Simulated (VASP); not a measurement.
# Ti3PO2 (P-3m1) in VASP: a series of runs

Runs on Ti3PO2. Level: PBE. Tasks: single point.

Program: VASP 6.6.1. These are calculated values, not measurements. Logs are shortened: lines on timing, memory, paths and dates and some standing lists are left out, and cuts for length are marked.

### 1 The cell of the first run

The structure is trigonal, space group P-3m1 (No. 164). Conventional cell: a = 3.040 Å, b = 3.040 Å, c = 7.688 Å, α = 90.00°, β = 90.00°, γ = 120.00°. Within 2.9 Å of Ti (site symmetry 3m) lie 3 O at 2.10 Å and 3 P at 2.37 Å and 3 Ti at 2.86 Å. Ti (site symmetry -3m) has 6 O at 2.07 Å within 2.7 Å. P (site symmetry -3m) has 6 Ti at 2.37 Å and 6 P at 3.04 Å within 3.1 Å. O (site symmetry 3m) has 6 Ti at 2.07 to 2.10 Å and 3 O at 2.80 Å within 2.9 Å.

### 2 Single point, PBE

File INCAR:

```
PREC     = Accurate       # precision mode
ENCUT    = 520            # plane-wave cutoff, eV
EDIFF    = 1E-7           # SCF threshold, eV
ISMEAR   = -1             # smearing method
SIGMA    = 0.05           # smearing width, eV
LREAL    = F              # projectors in reciprocal space
LASPH    = T              # aspherical terms in the spheres
NELM     = 80             # most SCF steps
ALGO     = Normal         # electronic algorithm
ISIF     = 2              # what is computed and relaxed
LWAVE    = F              # write WAVECAR
LCHARG   = F              # write CHGCAR
GGA      = PE             # functional
NBANDS   = 36             # bands
```

File KPOINTS:

```
Automatic mesh
0
Gamma
  8 8 3
```

File POSCAR:

```
Ti3PO2
1.0
    3.0400696537      0.0000000000      0.0000000000
   -1.5200348269      2.6327778837      0.0000000000
    0.0000000000      0.0000000000      7.6881407698
Ti P O
3 1 2
Direct
    0.3333333333      0.6666666667      0.7067560000
    0.6666666667      0.3333333333      0.2932440000
    0.0000000000      0.0000000000      0.0000000000
    0.0000000000      0.0000000000      0.5000000000
    0.3333333333      0.6666666667      0.1422570000
    0.6666666667      0.3333333333      0.8577430000
```

Potentials or basis: VASP PAW PBE potentials, release 64 (Ti_sv, P, O).

On the command line:

```
$ cat potpaw_PBE.64/Ti_sv/POTCAR potpaw_PBE.64/P/POTCAR potpaw_PBE.64/O/POTCAR > POTCAR
$ mpirun -np 1 vasp_std > vasp.out
```

OUTCAR:

```text
PREC = Accurate
   ENCUT = 520
   EDIFF = 1E-7
   ISMEAR = -1
   LREAL = F
   LASPH = T
   NELM = 80
   ISIF = 2
   GGA = PE

 ion  position               nearest neighbor table
   1  0.333  0.667  0.707-   6 2.10   6 2.10   6 2.10   4 2.37   4 2.37   4 2.37   3 2.86   3 2.86
                             3 2.86
   2  0.667  0.333  0.293-   5 2.10   5 2.10   5 2.10   4 2.37   4 2.37   4 2.37   3 2.86   3 2.86
                             3 2.86
   3  0.000  0.000  0.000-   5 2.07   6 2.07   6 2.07   5 2.07   6 2.07   5 2.07   1 2.86   2 2.86
                             1 2.86   2 2.86   2 2.86   1 2.86
   4  0.000  0.000  0.500-   1 2.37   2 2.37   2 2.37   1 2.37   2 2.37   1 2.37
   5  0.333  0.667  0.142-   3 2.07   3 2.07   3 2.07   2 2.10   2 2.10   2 2.10
   6  0.667  0.333  0.858-   3 2.07   3 2.07   3 2.07   1 2.10   1 2.10   1 2.10

  LATTYP: Found a hexagonal cell.
 ALAT       =     3.0400696537
 C/A-ratio  =     2.5289357303

  Lattice vectors:

 A1 = (   3.0400696537,   0.0000000000,   0.0000000000)
 A2 = (  -1.5200348269,   2.6327778837,   0.0000000000)
 A3 = (   0.0000000000,   0.0000000000,   7.6881407698)

Analysis of symmetry for initial positions (statically):
=====================================================================
 Subroutine PRICEL returns:
 Original cell was already a primitive cell.

 Routine SETGRP: Setting up the symmetry group for a
 hexagonal supercell.

 Subroutine GETGRP returns: Found 12 space group operations
 (whereof 12 operations were pure point group operations)
 out of a pool of 24 trial point group operations.

The static configuration has the point symmetry D_3d.

Analysis of symmetry for dynamics (positions and initial velocities):
=====================================================================
 Subroutine PRICEL returns:
 Original cell was already a primitive cell.

 Routine SETGRP: Setting up the symmetry group for a
 hexagonal supercell.

 Subroutine GETGRP returns: Found 12 space group operations
 (whereof 12 operations were pure point group operations)
 out of a pool of 24 trial point group operations.

The dynamic configuration has the point symmetry D_3d.

 Subroutine INISYM returns: Found 12 space group operations
 (whereof 12 operations are pure point group operations),
 and found     1 'primitive' translations

----------------------------------------------------------------------------------------

                                     Primitive cell

  volume of cell :      61.5346

  direct lattice vectors                    reciprocal lattice vectors
     3.040069654  0.000000000  0.000000000     0.328939832  0.189913476  0.000000000
    -1.520034827  2.632777884  0.000000000     0.000000000  0.379826952  0.000000000
     0.000000000  0.000000000  7.688140770     0.000000000  0.000000000  0.130070459

  length of vectors
     3.040069654  3.040069943  7.688140770     0.379826989  0.379826952  0.130070459

  position of ions in fractional coordinates (direct lattice)
     0.333333333  0.666666667  0.706756000
     0.666666667  0.333333333  0.293244000
     0.000000000  0.000000000  0.000000000
     0.000000000  0.000000000  0.500000000
     0.333333333  0.666666667  0.142257000
     0.666666667  0.333333333  0.857743000

  ion indices of the primitive-cell ions
   primitive index   ion index
                 1           1
                 2           2
                 3           3
                 4           4
                 5           5
                 6           6

----------------------------------------------------------------------------------------

 KPOINTS: Automatic mesh

Automatic generation of k-mesh.
 Grid dimensions read from file:
 generate k-points for:    8    8    3

 Generating k-lattice:

  Cartesian coordinates                     Fractional coordinates (reciprocal lattice)
     0.041117479  0.023739185  0.000000000     0.125000000  0.000000000  0.000000000
     0.000000000  0.047478369  0.000000000     0.000000000  0.125000000  0.000000000
     0.000000000  0.000000000  0.043356820     0.000000000  0.000000000  0.333333333

  Length of vectors
     0.047478374  0.047478369  0.043356820

  Shift w.r.t. Gamma in fractional coordinates (k-lattice)
     0.000000000  0.000000000  0.000000000

 Subroutine IBZKPT returns following result:
 ===========================================

 Found     25 irreducible k-points:

 Following reciprocal coordinates:
            Coordinates               Weight
  0.000000  0.000000  0.000000      1.000000
  0.125000  0.000000  0.000000      6.000000
  0.250000  0.000000  0.000000      6.000000
  0.375000  0.000000  0.000000      6.000000
  0.500000  0.000000  0.000000      3.000000
  0.125000  0.125000  0.000000      6.000000
[... 16 lines left out ...]
 -0.125000  0.500000  0.333333     12.000000
  0.250000  0.250000  0.333333     12.000000
[... 54 lines left out ...]
   NGX = 11   NGY = 11   NGZ = 29

 number of electron      53.0000016 magnetization

 Free energy of the ion-electron system (eV)
  ---------------------------------------------------
  ext. energy  EPLUGINS =         0.00000000
  ---------------------------------------------------
  free energy    TOTEN  =       -48.93437677 eV

  energy without entropy =      -48.90403842  energy(sigma->0) =      -48.91920759

 E-fermi :  12.5683     XC(G=0): -12.9281

 val. band max:       12.5494146318   @ k =   0.2500   0.0000   0.3333
 cond. band min:      12.5689830056   @ k =   0.1250   0.1250   0.3333
 fundamental gap:      0.0195683738
 Fermi energy:        12.5683470458

 k-point     1 :       0.0000    0.0000    0.0000
  band No.  band energies     occupation
      1     -45.4408      2.00000
      2     -44.8312      2.00000
      3     -44.8295      2.00000
      4     -22.0392      2.00000
      5     -21.6058      2.00000
      6     -21.6058      2.00000
[... 28 lines left out ...]
     35      13.6651      0.00000
     36      15.3872      0.00000

 k-point     2 :       0.1250    0.0000    0.0000
  band No.  band energies     occupation
      1     -45.4308      2.00000
      2     -44.8230      2.00000
      3     -44.8218      2.00000
      4     -22.0089      2.00000
      5     -21.7122      2.00000
      6     -21.6231      2.00000
[... 28 lines left out ...]
     35      14.0655      0.00000
     36      15.3823      0.00000

 k-point     3 :       0.2500    0.0000    0.0000
  band No.  band energies     occupation
      1     -45.4066      2.00000
      2     -44.8033      2.00000
      3     -44.8027      2.00000
      4     -21.9512      2.00000
      5     -21.9144      2.00000
      6     -21.6646      2.00000
[... 28 lines left out ...]
     35      14.7027      0.00000
     36      15.2205      0.00000

 k-point     4 :       0.3750    0.0000    0.0000
  band No.  band energies     occupation
      1     -45.3822      2.00000
      2     -44.7843      2.00000
      3     -44.7827      2.00000
      4     -22.1314      2.00000
      5     -21.8645      2.00000
      6     -21.7058      2.00000
[... 28 lines left out ...]
     35      15.2130      0.00000
     36      15.6671      0.00000

 k-point     5 :       0.5000    0.0000    0.0000
  band No.  band energies     occupation
      1     -45.3721      2.00000
      2     -44.7765      2.00000
      3     -44.7743      2.00000
      4     -22.2108      2.00000
      5     -21.8396      2.00000
      6     -21.7227      2.00000
[... 655 lines left out ...]
 k-point    22 :       0.3750    0.1250    0.3333
  band No.  band energies     occupation
      1     -45.3721      2.00000
      2     -44.7759      2.00000
      3     -44.7749      2.00000
      4     -22.1628      2.00000
      5     -21.8331      2.00000
      6     -21.7785      2.00000
[... 28 lines left out ...]
     35      15.4221      0.00000
     36      15.5446      0.00000

 k-point    23 :      -0.1250    0.5000    0.3333
  band No.  band energies     occupation
      1     -45.3721      2.00000
      2     -44.7765      2.00000
      3     -44.7743      2.00000
      4     -22.1633      2.00000
      5     -21.8339      2.00000
      6     -21.7789      2.00000
[... 28 lines left out ...]
     35      15.2719      0.00000
     36      15.4651      0.00000

 k-point    24 :       0.2500    0.2500    0.3333
  band No.  band energies     occupation
      1     -45.3722      2.00000
      2     -44.7764      2.00000
      3     -44.7744      2.00000
      4     -22.0928      2.00000
      5     -21.8719      2.00000
      6     -21.8116      2.00000
[... 28 lines left out ...]
     35      15.2293      0.00000
     36      15.5358      0.00000

 [... further k-points ...]

------------------------ aborting loop because EDIFF is reached ----------------------------------------

  FORCE on cell =-STRESS in cart. coord.  units (eV):
  Direction    XX          YY          ZZ          XY          YZ          ZX
  --------------------------------------------------------------------------------------
  -------------------------------------------------------------------------------------
  Total       11.3875147     11.3875176     12.1406706     -0.0000000     -0.0000000      0.0000000
  in kB      296.4971002    296.4971755    316.1070449     -0.0000000     -0.0000000      0.0000000
  external PRESSURE =     303.0337735 kB  Pullay stress =       0.0000000 kB

 VOLUME and BASIS-vectors are now :
 -----------------------------------------------------------------------------
  energy-cutoff  :      520.00
  volume of cell :       61.53
      direct lattice vectors                 reciprocal lattice vectors
     3.040069654  0.000000000  0.000000000     0.328939832  0.189913476  0.000000000
    -1.520034827  2.632777884  0.000000000     0.000000000  0.379826952  0.000000000
     0.000000000  0.000000000  7.688140770     0.000000000  0.000000000  0.130070459

 POSITION                                       TOTAL-FORCE (eV/Angst)
 -----------------------------------------------------------------------------------
     -0.00000      1.75519      5.43364        -0.000000     -0.000000      0.134352
      1.52003      0.87759      2.25450         0.000000      0.000000     -0.134352
      0.00000      0.00000      0.00000         0.000000     -0.000000      0.000000
      0.00000      0.00000      3.84407         0.000000     -0.000000      0.000000
     -0.00000      1.75519      1.09369        -0.000000      0.000000      0.138995
      1.52003      0.87759      6.59445         0.000000     -0.000000     -0.138995
 -----------------------------------------------------------------------------------
    total drift:                                0.000000     -0.000000      0.000000

  FREE ENERGIE OF THE ION-ELECTRON SYSTEM (eV)
  ---------------------------------------------------
  free  energy   TOTEN  =       -48.9343767703 eV

  energy  without entropy=      -48.9040384167  energy(sigma->0) =      -48.91920759
```

Run time: 51 s. Hardware: 1 thread of Intel Xeon Platinum 8559C (Emerald Rapids), shared host; peak memory 0.2 GiB.

Results:

| Item | Value |
| --- | --- |
| Free energy | -48.9344 eV |
| Pressure | 30.3 GPa |
| Largest force | 0.139 eV/Å |
| Band gap on the k mesh | zero (an odd number of electrons rules out a gap without spin polarisation) |

Forces in eV/Å, atoms in the order of the input:
```
Ti   0.000  0.000  0.134
Ti   0.000  0.000 -0.134
Ti   0.000  0.000  0.000
P    0.000  0.000  0.000
O    0.000  0.000  0.139
O    0.000  0.000 -0.139
```

Caveat: the cell stands under pressure; an odd number of electrons without spin polarisation forces a metal; a magnetic or distorted state may lie lower.

### 3 Single point, PBE

This run uses another cell than the first one, of 10.72 Å³/atom.

File INCAR:

```
  ALGO = Normal
  EDIFF = 1E-6
  ENCUT = 520
  GGA = PE
  ISIF = 2
  ISMEAR = -1
  LASPH = True
  LCHARG = True
  LELF = True
  LREAL = False
  LVHAR = True
  LWAVE = False
  NBANDS = 36
  NELM = 80
  PREC = Accurate
  SIGMA = 0.05
```

File KPOINTS:

```
k-points
0
Gamma
  8 8 3
```

Edit POSCAR of step 2 so:

```diff
@@ -2,5 +2,5 @@
 1.0
-    3.0400696537      0.0000000000      0.0000000000
-   -1.5200348269      2.6327778837      0.0000000000
-    0.0000000000      0.0000000000      7.6881407698
+    3.0854505182      0.0000000000      0.0000000000
+   -1.5427252591      2.6720788701      0.0000000000
+    0.0000000000      0.0000000000      7.8029060594
 Ti P O
```

Potentials or basis: VASP PAW PBE potentials, release 64 (Ti_sv, P, O).

On the command line:

```
$ cat potpaw_PBE.64/Ti_sv/POTCAR potpaw_PBE.64/P/POTCAR potpaw_PBE.64/O/POTCAR > POTCAR
$ mpirun -np 1 vasp_std > vasp.out
```

Run time: 49 s. Hardware: 1 thread of Intel Xeon Platinum 8559C (Emerald Rapids), shared host; peak memory 0.21 GiB.

The run converged. Its results:

```yaml
Free_energy: -49.3542 eV
Pressure: 17.9 GPa
Largest_force: 0.094 eV/Å
Band_gap_on_the_k_mesh: zero (an odd number of electrons rules out a gap without spin polarisation)
```

Forces on the atoms (eV/Å):
```
Ti   0.000  0.000  0.094
Ti   0.000  0.000 -0.094
Ti   0.000  0.000  0.000
P    0.000  0.000  0.000
O    0.000  0.000  0.074
O    0.000  0.000 -0.074
```

Stress tensor (GPa, compression positive):
```
17.47  0.00  0.00
 0.00 17.47  0.00
 0.00  0.00 18.67
```

Levels at points of the mesh, in eV from the Fermi level:
| k point | band 23 | band 24 | band 25 | band 26 | band 27 | band 28 | band 29 | band 30 |
| --- | --- | --- | --- | --- | --- | --- | --- | --- |
| (0.00, 0.00, 0.00) | -1.00 | -1.00 | -0.98 | -0.71 | -0.71 | -0.01 | 0.21 | 0.21 |
| (0.50, 0.00, 0.00) | -4.06 | -3.31 | -1.96 | -0.52 | 0.33 | 0.75 | 0.79 | 1.33 |

Caveat: the cell stands under pressure; an odd number of electrons without spin polarisation forces a metal; a magnetic or distorted state may lie lower.

### 4 Single point, PBE

This run uses another cell than the first one, of 11.19 Å³/atom.

File INCAR:

```
ALGO = Normal
EDIFF = 1E-6
ENCUT = 520
GGA = PE
ISIF = 2
ISMEAR = -1
LASPH = True
LCHARG = False
LREAL = False
LWAVE = False
NBANDS = 36
NELM = 60
PREC = Accurate
SIGMA = 0.05
```

KPOINTS is that of step 3.

Edit POSCAR of step 3 so:

```diff
@@ -2,5 +2,5 @@
 1.0
-    3.0854505182      0.0000000000      0.0000000000
-   -1.5427252591      2.6720788701      0.0000000000
-    0.0000000000      0.0000000000      7.8029060594
+    3.1295343387      0.0000000000      0.0000000000
+   -1.5647671693      2.7102565834      0.0000000000
+    0.0000000000      0.0000000000      7.9143912082
 Ti P O
```

On the command line:

```
$ cat potpaw_PBE.64/Ti_sv/POTCAR potpaw_PBE.64/P/POTCAR potpaw_PBE.64/O/POTCAR > POTCAR
$ mpirun -np 1 vasp_std > vasp.out
```

It took 49 s on 1 thread of Intel Xeon Platinum 8559C (Emerald Rapids), shared host; peak memory 0.2 GiB.

Results (log left out):

```yaml
Free_energy: -49.5789 eV
Pressure: 7.9 GPa
Largest_force: 0.050 eV/Å
Band_gap_on_the_k_mesh: zero (an odd number of electrons rules out a gap without spin polarisation)
```

Forces on the atoms (eV/Å):
```
Ti   0.000  0.000  0.050
Ti   0.000  0.000 -0.050
Ti   0.000  0.000  0.000
P    0.000  0.000  0.000
O    0.000  0.000  0.018
O    0.000  0.000 -0.018
```

Stress tensor (GPa, compression positive):
```
7.70 0.00 0.00
0.00 7.70 0.00
0.00 0.00 8.21
```

Levels at points of the mesh, in eV from the Fermi level:
| k point | band 23 | band 24 | band 25 | band 26 | band 27 | band 28 | band 29 | band 30 |
| --- | --- | --- | --- | --- | --- | --- | --- | --- |
| (0.00, 0.00, 0.00) | -0.93 | -0.93 | -0.92 | -0.71 | -0.71 | -0.05 | 0.21 | 0.21 |
| (0.50, 0.00, 0.00) | -3.98 | -3.11 | -1.92 | -0.49 | 0.32 | 0.71 | 0.75 | 1.26 |

Caveat: the cell stands under pressure; an odd number of electrons without spin polarisation forces a metal; a magnetic or distorted state may lie lower.

### 5 Single point, PBE

This run uses another cell than the first one, of 11.65 Å³/atom.

File INCAR:

```
SYSTEM = Ti3PO2
ALGO = Normal
EDIFF = 1E-6
ENCUT = 520
GGA = PE
ISIF = 2
ISMEAR = -1
LASPH = .TRUE.
LCHARG = .TRUE.
LELF = .TRUE.
LREAL = .FALSE.
LVHAR = .TRUE.
LWAVE = .FALSE.
NBANDS = 36
NELM = 60
PREC = Accurate
SIGMA = 0.05
```

File KPOINTS:

```
k-points
0
G
  8 8 3
  0 0 0
```

Edit POSCAR of step 4 so:

```diff
@@ -2,5 +2,5 @@
 1.0
-    3.1295343387      0.0000000000      0.0000000000
-   -1.5647671693      2.7102565834      0.0000000000
-    0.0000000000      0.0000000000      7.9143912082
+    3.1724100000      0.0000000000      0.0000000000
+   -1.5862050000      2.7473880000      0.0000000000
+    0.0000000000      0.0000000000      8.0228210000
 Ti P O
```

On the command line:

```
$ cat potpaw_PBE.64/Ti_sv/POTCAR potpaw_PBE.64/P/POTCAR potpaw_PBE.64/O/POTCAR > POTCAR
$ mpirun -np 1 vasp_std > vasp.out
```

It took 48 s on 1 thread of Intel Xeon Platinum 8559C (Emerald Rapids), shared host; peak memory 0.2 GiB.

Results (log left out):

* Free energy: -49.6464 eV
* Pressure: -0.2 GPa
* Largest force: 0.031 eV/Å
* Band gap on the k mesh: zero (an odd number of electrons rules out a gap without spin polarisation)

Forces in eV/Å, atoms in the order of the input:
```
Ti   0.000  0.000  0.005
Ti   0.000  0.000 -0.005
Ti   0.000  0.000  0.000
P    0.000  0.000  0.000
O    0.000  0.000 -0.031
O    0.000  0.000  0.031
```

Stress tensor (GPa, compression positive):
```
-0.18  0.00  0.00
 0.00 -0.18  0.00
 0.00  0.00 -0.27
```

Levels at points of the mesh, in eV from the Fermi level:
```tsv
k point	band 22	band 23	band 24	band 25	band 26	band 27	band 28	band 29	band 30	band 31
(0.00, 0.00, 0.00)	-3.65	-0.87	-0.87	-0.87	-0.71	-0.71	-0.09	0.19	0.21	0.21
(0.50, 0.00, 0.00)	-5.69	-3.89	-2.93	-1.88	-0.46	0.31	0.67	0.71	1.19	1.41
```

Caveat: an odd number of electrons without spin polarisation forces a metal; a magnetic or distorted state may lie lower.

### 6 The runs side by side

```tsv
cell	gap on the mesh (eV)	pressure (GPa)	largest force (eV/Å)
a = 3.040, b = 3.040, c = 7.688 Å, angles 90.0, 90.0, 120.0°, 6 atoms	none	30.3	0.14
a = 3.085, b = 3.085, c = 7.803 Å, angles 90.0, 90.0, 120.0°, 6 atoms	none	17.9	0.09
a = 3.130, b = 3.130, c = 7.914 Å, angles 90.0, 90.0, 120.0°, 6 atoms	none	7.9	0.05
a = 3.172, b = 3.172, c = 8.023 Å, angles 90.0, 90.0, 120.0°, 6 atoms	none	-0.2	0.03
```

Alike in all rows: task single point; level PBE; potentials or basis VASP PAW PBE potentials, release 64 (Ti_sv, P, O); no spin polarisation; k mesh 8 × 8 × 3; cutoff (eV) 520; smearing fermi-dirac 0.05 eV.

Caveats: an odd number of electrons without spin polarisation forces a metal; a magnetic or distorted state may lie lower; the cell stands under pressure (at least some runs).

Total energies depend on the potentials used, so only differences within one code and one set of settings carry meaning.

The gap in the log of VASP goes by the Fermi energy; the results here count the filled bands.